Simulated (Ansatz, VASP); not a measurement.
## K4TeBr2: VASP beside Ansatz

```xyz
7
Lattice="-0.0712 0.0050 5.8529 -6.3769 0.0200 0.0756 3.2157 -8.3199 -0.0451" Properties=species:S:1:pos:R:3 pbc="T T T"
K    -3.1698   -6.3098    2.9957
K     0.1291   -2.0371    3.0344
K    -3.0771   -1.8258    0.0951
K    -0.1088   -6.4693   -0.1735
Te   -0.1914   -0.0441    6.0566
Br   -3.3108   -2.8893    2.7859
Br    0.0318   -5.3092    2.8560
```

Change from the starting cell: cell x1, atoms moved at random (sigma 0.1 Å) and cell strained at random (1.5 %), then relaxed without symmetry.

Alike in both runs: task relaxation of cell and atoms; functional PBE; k mesh 2 × 2 × 2; occupations gaussian, width 0.1 eV; no spin polarisation.

```csv
,VASP,Ansatz
version,VASP 6.6.1,Ansatz 0.2.0
potentials or method,"VASP PAW PBE potentials, release 64 (K_sv, Te, Br), cutoff 600 eV","scalar-relativistic, plane waves, PAW"
valence electrons in the cell,56,66
```

```tsv
	VASP	Ansatz	Ansatz less VASP
gap on the k mesh at the Fermi level, each at its own relaxed structure (eV)	2.06	2.06	+0.002
relaxed volume (Å³/atom)	45.56	45.48	-0.085
relaxed length of the cell vector where the two differ most in proportion (Å)	9.089	9.058	-0.0309
```

VASP's potentials hold 56 valence electrons a cell and Ansatz's 66, so a difference there can come from the potentials and not from the codes.

The k mesh is coarse, so the values compare programs but aren't converged. Neither program's run includes spin-orbit coupling.
